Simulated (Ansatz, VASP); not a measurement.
## Two plane-wave programs on Tl

```
Tl
1.0
     3.62880    0.00000    0.00000
    -1.81440    3.14263    0.00000
     0.00000    0.00000    5.52500
Tl
2
Direct
  0.33333 0.66667 0.25000
  0.66667 0.33333 0.75000
```

Change from the starting cell: strain +0.050 along x and y, +0.000 along z, atoms carried along.

Alike in both runs: task single point; functional PBE; k mesh 18 × 18 × 10; occupations gaussian, width 0.15 eV; no spin polarisation.

|  | VASP | Ansatz |
| --- | --- | --- |
| version | VASP 6.6.1 | Ansatz 0.2.0 |
| potentials or method | VASP PAW PBE potentials, release 64 (Tl_d), cutoff 520 eV | scalar-relativistic, plane waves, PAW |
| valence electrons in the cell | 26 | 26 |

|  | VASP | Ansatz | Ansatz less VASP |
| --- | --- | --- | --- |
| gap on the k mesh at the Fermi level (eV) | none | none | - |
| pressure (GPa) | 0.0 | 0.1 | +0.06 |
| traceless stress, the component that is largest in VASP (GPa) | 0.54 | 0.54 | +0.001 |

A gap of «none» marks a metal or a gap that the smearing closes. The functional is the same, so the differences come from potentials, cutoffs and numerics.

Neither program's run includes spin-orbit coupling.
